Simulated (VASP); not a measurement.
# BeAs (P2_13) in VASP: single point with r2SCAN

Aim: the single point of BeAs with r2SCAN.

Program: VASP 6.6.1. These are calculated values, not measurements. Logs are shortened: lines on timing, memory, paths and dates and some standing lists are left out, and cuts for length are marked.

### Step 1. The cell of the first run

It takes space group P2_13 (No. 198, cubic). Conventional cell: a = 4.758 Å, b = 4.758 Å, c = 4.758 Å, α = 90.00°, β = 90.00°, γ = 90.00°. As (site symmetry 3) has 7 Be at 2.52 to 2.58 Å and 6 As at 2.93 Å within 3.3 Å. Within 3.3 Å of Be (site symmetry 3) lie 7 As at 2.52 to 2.58 Å and 6 Be at 2.94 Å.

### Step 2. Single point, r2SCAN

POSCAR

```
BeAs
1.0
    4.7583270000      0.0000000000      0.0000000000
    0.0000000000      4.7583270000      0.0000000000
    0.0000000000      0.0000000000      4.7583270000
As Be
4 4
Direct
    0.1500000000      0.1500000000      0.1500000000
    0.3500000000      0.8500000000      0.6500000000
    0.6500000000      0.3500000000      0.8500000000
    0.8500000000      0.6500000000      0.3500000000
    0.8440000000      0.8440000000      0.8440000000
    0.6560000000      0.1560000000      0.3440000000
    0.3440000000      0.6560000000      0.1560000000
    0.1560000000      0.3440000000      0.6560000000
```

INCAR.step1

```
SYSTEM = BeAs
PREC = Accurate
ENCUT = 520
ISMEAR = 1
SIGMA = 0.0527
LREAL = .False.
LASPH = .True.
NELM = 60
NBANDS = 24
GGA = PE
ALGO = Normal
EDIFF = 1E-4
LWAVE = .True.
LCHARG = .False.
```

INCAR.step2

```
SYSTEM = BeAs
PREC = Accurate
ENCUT = 520
EDIFF = 1E-6
ISMEAR = 1
SIGMA = 0.0527
LREAL = .False.
LASPH = .True.
NELM = 60
ALGO = Normal
ISIF = 2
LWAVE = .False.
LCHARG = .False.
METAGGA = R2SCAN
LMIXTAU = .True.
NBANDS = 24
ISTART = 1
```

KPOINTS

```
Automatic mesh
0
Gamma
  6 6 6
  0 0 0
```

Potentials or basis: VASP PAW PBE potentials, release 64 (As, Be).

Launch:

```sh
> cat potpaw_PBE.64/As/POTCAR potpaw_PBE.64/Be/POTCAR > POTCAR
> cp INCAR.step1 INCAR
> mpirun -np 1 vasp_std > vasp.out
> cp INCAR.step2 INCAR
> mpirun -np 1 vasp_std > vasp.out
```

OUTCAR:

```text
SYSTEM = BeAs
   PREC = Accurate
   ENCUT = 520
   EDIFF = 1E-6
   ISMEAR = 1
   LREAL = .False.
   LASPH = .True.
   NELM = 60
   ISIF = 2
   METAGGA = R2SCAN
   ISTART = 1

 ion  position               nearest neighbor table
   1  0.150  0.150  0.150-   5 2.52   6 2.53   7 2.53   8 2.53   7 2.58   8 2.58   6 2.58
   2  0.350  0.850  0.650-   6 2.52   5 2.53   7 2.53   8 2.53   7 2.58   8 2.58   5 2.58
   3  0.650  0.350  0.850-   7 2.52   6 2.53   5 2.53   8 2.53   8 2.58   6 2.58   5 2.58
   4  0.850  0.650  0.350-   8 2.52   6 2.53   7 2.53   5 2.53   6 2.58   5 2.58   7 2.58
   5  0.844  0.844  0.844-   1 2.52   2 2.53   3 2.53   4 2.53   3 2.58   4 2.58   2 2.58
   6  0.656  0.156  0.344-   2 2.52   1 2.53   3 2.53   4 2.53   3 2.58   4 2.58   1 2.58
   7  0.344  0.656  0.156-   3 2.52   2 2.53   1 2.53   4 2.53   4 2.58   2 2.58   1 2.58
   8  0.156  0.344  0.656-   4 2.52   2 2.53   3 2.53   1 2.53   2 2.58   1 2.58   3 2.58

  LATTYP: Found a simple cubic cell.
 ALAT       =     4.7583270000

  Lattice vectors:

 A1 = (   4.7583270000,   0.0000000000,   0.0000000000)
 A2 = (   0.0000000000,   4.7583270000,   0.0000000000)
 A3 = (   0.0000000000,   0.0000000000,   4.7583270000)

Analysis of symmetry for initial positions (statically):
=====================================================================
 Subroutine PRICEL returns:
 Original cell was already a primitive cell.

 Routine SETGRP: Setting up the symmetry group for a
 simple cubic supercell.

 Subroutine GETGRP returns: Found 12 space group operations
 (whereof  3 operations were pure point group operations)
 out of a pool of 48 trial point group operations.

The static configuration has the point symmetry C_3 .
 The point group associated with its full space group is T   .

Analysis of symmetry for dynamics (positions and initial velocities):
=====================================================================
 Subroutine PRICEL returns:
 Original cell was already a primitive cell.

 Routine SETGRP: Setting up the symmetry group for a
 simple cubic supercell.

 Subroutine GETGRP returns: Found 12 space group operations
 (whereof  3 operations were pure point group operations)
 out of a pool of 48 trial point group operations.

The dynamic configuration has the point symmetry C_3 .
 The point group associated with its full space group is T   .

 Subroutine INISYM returns: Found 12 space group operations
 (whereof  3 operations are pure point group operations),
 and found     1 'primitive' translations

----------------------------------------------------------------------------------------

                                     Primitive cell

  volume of cell :     107.7365

  direct lattice vectors                    reciprocal lattice vectors
     4.758327000  0.000000000  0.000000000     0.210157898  0.000000000  0.000000000
     0.000000000  4.758327000  0.000000000     0.000000000  0.210157898  0.000000000
     0.000000000  0.000000000  4.758327000     0.000000000  0.000000000  0.210157898

  length of vectors
     4.758327000  4.758327000  4.758327000     0.210157898  0.210157898  0.210157898

  position of ions in fractional coordinates (direct lattice)
     0.150000000  0.150000000  0.150000000
     0.350000000  0.850000000  0.650000000
     0.650000000  0.350000000  0.850000000
     0.850000000  0.650000000  0.350000000
     0.844000000  0.844000000  0.844000000
     0.656000000  0.156000000  0.344000000
     0.344000000  0.656000000  0.156000000
     0.156000000  0.344000000  0.656000000

  ion indices of the primitive-cell ions
   primitive index   ion index
                 1           1
                 2           2
                 3           3
                 4           4
                 5           5
                 6           6
                 7           7
                 8           8

----------------------------------------------------------------------------------------

 KPOINTS: Automatic mesh

Automatic generation of k-mesh.
 Grid dimensions read from file:
 generate k-points for:    6    6    6

 Generating k-lattice:

  Cartesian coordinates                     Fractional coordinates (reciprocal lattice)
     0.035026316  0.000000000  0.000000000     0.166666667  0.000000000  0.000000000
     0.000000000  0.035026316  0.000000000     0.000000000  0.166666667  0.000000000
     0.000000000  0.000000000  0.035026316     0.000000000  0.000000000  0.166666667

  Length of vectors
     0.035026316  0.035026316  0.035026316

  Shift w.r.t. Gamma in fractional coordinates (k-lattice)
     0.000000000  0.000000000  0.000000000

 Subroutine IBZKPT returns following result:
 ===========================================

 Found     24 irreducible k-points:

 Following reciprocal coordinates:
            Coordinates               Weight
  0.000000  0.000000  0.000000      1.000000
  0.166667  0.000000  0.000000      6.000000
  0.333333  0.000000  0.000000      6.000000
  0.500000  0.000000  0.000000      3.000000
  0.166667  0.166667  0.000000     12.000000
  0.333333  0.166667  0.000000     12.000000
[... 16 lines left out ...]
  0.500000  0.500000  0.333333      6.000000
  0.500000  0.500000  0.500000      1.000000
   k-points           NKPTS =     24   k-points in BZ     NKDIM =     24   number of bands    NBANDS=     24
   number of dos      NEDOS =    301   number of ions     NIONS =      8
   total plane-waves  NPLWV =  46656
   dimension x,y,z NGX =    36 NGY =   36 NGZ =   36
   dimension x,y,z NGXF=    72 NGYF=   72 NGZF=   72
   ions per type =               4   4
   NGX,Y,Z   is equivalent  to a cutoff of  12.58, 12.58, 12.58 a.u.
   NGXF,Y,Z  is equivalent  to a cutoff of  25.16, 25.16, 25.16 a.u.
 SYSTEM =  BeAs
   PREC   = accura    normal or accurate (medium, high low for compatibility)
   ISTART =      1    job   : 0-new  1-cont  2-samecut
   ICHARG =      0    charge: 1-file 2-atom 10-const
   ISPIN  =      1    spin polarized calculation?
   LNONCOLLINEAR =      F non collinear calculations
   LSORBIT =      F    spin-orbit coupling
   LASPH  =      T    aspherical Exc in radial PAW
   ENCUT  =  520.0 eV  38.22 Ry    6.18 a.u.   8.85  8.85  8.85*2*pi/ulx,y,z
   NELM   =     60;   NELMIN=  2; NELMDL=  0     # of ELM steps
   EDIFF  = 0.1E-05   stopping-criterion for ELM
   LREAL  =      F    real-space projection
   EDIFFG = 0.1E-04   stopping-criterion for IOM
   NSW    =      0    number of steps for IOM
   IBRION =     -1    ionic relax: 0-MD 1-quasi-New 2-CG
   NFREE  =      0    steps in history (QN), initial steepest desc. (CG)
   ISIF   =      2    stress and relaxation
   ISYM   =      2    0-nonsym 1-usesym 2-fastsym
   POTIM  = 0.5000    time-step for ionic-motion
   TEBEG  =    0.0;   TEEND  =   0.0 temperature during run
   PSTRESS=    0.0 pullay stress
   NELECT =      28.0000    total number of electrons
   NUPDOWN=      -1.0000    fix difference up-down
   EMIN   =  10.00;   EMAX   =-10.00  energy-range for DOS
   EFERMI =   0.00;   METHOD = LEGACY
   ISMEAR =     1;   SIGMA  =   0.05  broadening in eV -4-tet -1-fermi 0-gaus
   EFERMI_NEDOS =   21; number of points for ismear=-14 and -15
   IALGO  =     38    algorithm
   IMIX   =      4    mixing-type and parameters
     AMIX     =   0.40;   BMIX     =  1.00
     AMIX_MAG =   1.60;   BMIX_MAG =  1.00
  volume/ion in A,a.u.               =      13.47        90.88
  Fermi-wavevector in a.u.,A,eV,Ry     =   1.044736  1.974265 14.850396  1.091473
  Thomas-Fermi vector in A             =   2.179502
   LORBIT       =      0    0 simple, 1 ext, 2 COOP (PROOUT), +10 PAW based schemes
   METAGGA = R2SCAN    functional components
   LHFCALC =     F    Hartree Fock is set to
   AEXX    =    0.0000 exact exchange contribution
   IVDW    =     0    specifies the selected vdW correction
   LEPSILON=     F    determine dielectric tensor
   LRPA    =     F    only Hartree local field effects (RPA)
 non-spin polarized calculation
 Methfessel and Paxton  Order N= 1 SIGMA  =   0.05
  energy-cutoff  :      520.00
  volume of cell :      107.74
 maximum number of plane-waves:      2945
   NGX = 17   NGY = 17   NGZ = 17

 number of electron      27.9999999 magnetization

 Free energy of the ion-electron system (eV)
  ---------------------------------------------------
  ext. energy  EPLUGINS =         0.00000000
  ---------------------------------------------------
  free energy    TOTEN  =       -71.35557152 eV

  energy without entropy =      -71.35469694  energy(sigma->0) =      -71.35528000

 E-fermi :   7.2774     XC(G=0): -11.3938

 val. band max:        7.2476774196   @ k =   0.3333   0.0000   0.0000
 cond. band min:       7.2894454999   @ k =   0.5000   0.1667   0.0000
 fundamental gap:      0.0417680802
 Fermi energy:         7.2773596211

 k-point     1 :       0.0000    0.0000    0.0000
  band No.  band energies     occupation
      1      -8.7680      2.00000
      2      -4.0541      2.00000
      3      -4.0541      2.00000
      4      -4.0541      2.00000
      5       0.3818      2.00000
      6       0.3818      2.00000
[... 16 lines left out ...]
     23      11.9110      0.00000
     24      12.7155      0.00000

 k-point     2 :       0.1667    0.0000    0.0000
  band No.  band energies     occupation
      1      -8.6050      2.00000
      2      -5.1290      2.00000
      3      -3.9188      2.00000
      4      -3.3187      2.00000
      5      -0.1232      2.00000
      6       0.4382      2.00000
[... 16 lines left out ...]
     23      10.9977      0.00000
     24      13.4663      0.00000

 k-point     3 :       0.3333    0.0000    0.0000
  band No.  band energies     occupation
      1      -8.1216      2.00000
      2      -6.3013      2.00000
      3      -3.5535      2.00000
      4      -2.9885      2.00000
      5       0.0024      2.00000
      6       0.4691      2.00000
[... 16 lines left out ...]
     23      11.9455      0.00000
     24      12.4125      0.00000

 k-point     4 :       0.5000    0.0000    0.0000
  band No.  band energies     occupation
      1      -7.3374      2.00000
      2      -7.3374      2.00000
      3      -3.1270      2.00000
      4      -3.1270      2.00000
      5       0.2771      2.00000
      6       0.2771      2.00000
[... 16 lines left out ...]
     23      13.2744      0.00000
     24      13.2744      0.00000

 k-point     5 :       0.1667    0.1667    0.0000
  band No.  band energies     occupation
      1      -8.4439      2.00000
      2      -5.3439      2.00000
      3      -4.2712      2.00000
      4      -3.0652      2.00000
      5      -0.2487      2.00000
      6       1.0140      2.00000
[... 16 lines left out ...]
     23      12.1761      0.00000
     24      12.8426      0.00000

 k-point     6 :       0.3333    0.1667    0.0000
  band No.  band energies     occupation
      1      -7.9672      2.00000
      2      -6.2263      2.00000
      3      -4.0958      2.00000
      4      -3.0999      2.00000
      5       0.0010      2.00000
      6       0.5001      2.00000
[... 16 lines left out ...]
     23      12.3272      0.00000
     24      13.2485      0.00000
[... 379 lines left out ...]
 k-point    21 :       0.3333    0.3333    0.3333
  band No.  band energies     occupation
      1      -6.9484      2.00000
      2      -5.9708      2.00000
      3      -5.0077      2.00000
      4      -4.2575      2.00000
      5      -1.2440      2.00000
      6      -0.5425      2.00000
[... 16 lines left out ...]
     23      13.0512      0.00000
     24      13.1177      0.00000

 k-point    22 :       0.5000    0.3333    0.3333
  band No.  band energies     occupation
      1      -6.3461      2.00000
      2      -6.3461      2.00000
      3      -4.7767      2.00000
      4      -4.7767      2.00000
      5      -1.0706      2.00000
      6      -1.0706      2.00000
[... 16 lines left out ...]
     23      12.5910      0.00000
     24      12.5910      0.00000

 k-point    23 :       0.5000    0.5000    0.3333
  band No.  band energies     occupation
      1      -6.0443      2.00000
      2      -6.0443      2.00000
      3      -5.0791      2.00000
      4      -5.0791      2.00000
      5      -1.0846      2.00000
      6      -1.0846      2.00000
[... 16 lines left out ...]
     23      12.1262      0.00000
     24      12.1262      0.00000

 k-point    24 :       0.5000    0.5000    0.5000
  band No.  band energies     occupation
      1      -5.5147      2.00000
      2      -5.5147      2.00000
      3      -5.5147      2.00000
      4      -5.5147      2.00000
      5      -1.0252      2.00000
      6      -1.0252      2.00000
[... 16 lines left out ...]
     23      11.6452      0.00000
     24      11.6456      0.00000

------------------------ aborting loop because EDIFF is reached ----------------------------------------

  FORCE on cell =-STRESS in cart. coord.  units (eV):
  Direction    XX          YY          ZZ          XY          YZ          ZX
  --------------------------------------------------------------------------------------
  -------------------------------------------------------------------------------------
  Total        2.8464721      2.8464721      2.8464721      0.0000000      0.0000000     -0.0000000
  in kB       42.3306227     42.3306227     42.3306227      0.0000000      0.0000000     -0.0000000
  external PRESSURE =      42.3306227 kB  Pullay stress =       0.0000000 kB

 VOLUME and BASIS-vectors are now :
 -----------------------------------------------------------------------------
  energy-cutoff  :      520.00
  volume of cell :      107.74
      direct lattice vectors                 reciprocal lattice vectors
     4.758327000  0.000000000  0.000000000     0.210157898  0.000000000  0.000000000
     0.000000000  4.758327000  0.000000000     0.000000000  0.210157898  0.000000000
     0.000000000  0.000000000  4.758327000     0.000000000  0.000000000  0.210157898

 POSITION                                       TOTAL-FORCE (eV/Angst)
 -----------------------------------------------------------------------------------
      0.71375      0.71375      0.71375         0.517163      0.517163      0.517163
      1.66541      4.04458      3.09291        -0.517163     -0.517163      0.517163
      3.09291      1.66541      4.04458         0.517163     -0.517163     -0.517163
      4.04458      3.09291      1.66541        -0.517163      0.517163     -0.517163
      4.01603      4.01603      4.01603        -0.136643     -0.136643     -0.136643
      3.12146      0.74230      1.63686         0.136643      0.136643     -0.136643
      1.63686      3.12146      0.74230        -0.136643      0.136643      0.136643
      0.74230      1.63686      3.12146         0.136643     -0.136643      0.136643
 -----------------------------------------------------------------------------------
    total drift:                                0.000000      0.000000      0.000000

  FREE ENERGIE OF THE ION-ELECTRON SYSTEM (eV)
  ---------------------------------------------------
  free  energy   TOTEN  =       -71.3555715223 eV

  energy  without entropy=      -71.3546969413  energy(sigma->0) =      -71.35528000
```

Run time: 2.7 min. Hardware: 1 thread of Intel Xeon Platinum 8375C at 2.90GHz (Ice Lake), shared host; peak memory 0.25 GiB.

What came out:

```yaml
Free_energy: -71.3556 eV
Pressure: 4.2 GPa
Largest_force: 0.896 eV/Å
Band_gap_on_the_k_mesh: zero (bands 14 and 15 overlap by 3.00 eV)
```

Forces on the atoms (eV/Å):
```
As   0.517  0.517  0.517
As  -0.517 -0.517  0.517
As   0.517 -0.517 -0.517
As  -0.517  0.517 -0.517
Be  -0.137 -0.137 -0.137
Be   0.137  0.137 -0.137
Be  -0.137  0.137  0.137
Be   0.137 -0.137  0.137
```

Levels at points of the mesh, in eV from the Fermi level:
| k point | band 10 | band 11 | band 12 | band 13 | band 14 | band 15 | band 16 | band 17 | band 18 | band 19 |
| --- | --- | --- | --- | --- | --- | --- | --- | --- | --- | --- |
| (0.00, 0.00, 0.00) | -4.01 | -2.57 | -2.57 | -1.79 | -1.79 | -1.79 | -0.09 | 1.62 | 1.62 | 1.62 |
| (0.50, 0.00, 0.00) | -4.64 | -1.81 | -1.81 | -0.90 | -0.90 | -0.28 | -0.28 | 1.20 | 1.20 | 2.52 |
| (0.50, 0.50, 0.00) | -5.12 | -3.67 | -3.67 | 0.78 | 0.78 | 1.02 | 1.02 | 2.40 | 2.40 | 2.65 |
| (0.50, 0.50, 0.50) | -0.05 | -0.05 | -0.05 | 1.10 | 1.10 | 1.10 | 1.10 | 3.92 | 3.92 | 3.92 |

Caveat: the cell stands under pressure; the PAW data sets were made with another functional, which shifts forces and pressure a little.

The gap in the log of VASP goes by the Fermi energy; the results here count the filled bands.